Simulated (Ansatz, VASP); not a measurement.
## One calculation of HgTe, two programs

Contents of INCAR:

```
SYSTEM = HgTe
PREC = Accurate
ENCUT = 520
EDIFF = 1E-6
ISMEAR = -1
SIGMA = 0.02
LREAL = .False.
LASPH = .True.
NELM = 60
ALGO = Normal
ISIF = 2
LWAVE = .False.
LCHARG = .True.
GGA = PE
LELF = .True.
LVHAR = .True.
NBANDS = 16
```

KPOINTS

```
Automatic mesh
0
Gamma
  6 6 6
  0 0 0
```

File POSCAR:

```
HgTe
1.0
    0.0000000000      3.2523582717      3.2523582717
    3.2523582717      0.0000000000      3.2523582717
    3.2523582717      3.2523582717      0.0000000000
Hg Te
1 1
Direct
    0.0000000000      0.0000000000      0.0000000000
    0.2500000000      0.2500000000      0.2500000000
```

Input for Ansatz:

```yaml
crystal:
  lattice:
    - [0.0, 3.2523582717, 3.2523582717]
    - [3.2523582717, 0.0, 3.2523582717]
    - [3.2523582717, 3.2523582717, 0.0]
  atoms:
    - { symbol: Hg, position: [0.0, 0.0, 0.0] }
    - { symbol: Te, position: [0.25, 0.25, 0.25] }
kpoints:
  mp_grid: { grid: [6, 6, 6] }
  band_path:
    path:
      - [0.0, 0.0, 0.0]
      - [-0.5, -0.5, 0.0]
      - [-0.375, -0.375, 0.25]
      - [-0.375, 0.0, 0.375]
      - [0.0, 0.0, 0.5]
      - [-0.5, -0.25, 0.25]
    npoints: 1
hamiltonian:
  xc: pbe
scf:
  occupations: { method: fermi_dirac, width: 0.02 }
  n_extra_bands: 4
output:
  forces: true
  stress: true
  eigenvalues: true
```

Change from the starting cell: hydrostatic strain -1.1%.

Alike in both runs: task single point; functional PBE; k mesh 6 × 6 × 6; occupations fermi-dirac, width 0.02 eV; no spin polarisation.

|  | VASP | Ansatz |
| --- | --- | --- |
| version | VASP 6.6.1 | Ansatz 0.2.0 |
| potentials or method | VASP PAW PBE potentials, release 64 (Hg, Te) | plane waves, PAW |
| plane-wave cutoff (eV) | 520 | 420 |
| valence electrons in the cell | 18 | 36 |

```csv
,VASP,Ansatz,Ansatz less VASP
pressure (GPa),2.8,2.8,-0.06
```

VASP's potentials hold 18 valence electrons a cell and Ansatz's 36, so a difference there can come from the potentials and not from the codes.

Spin-orbit coupling is off throughout.
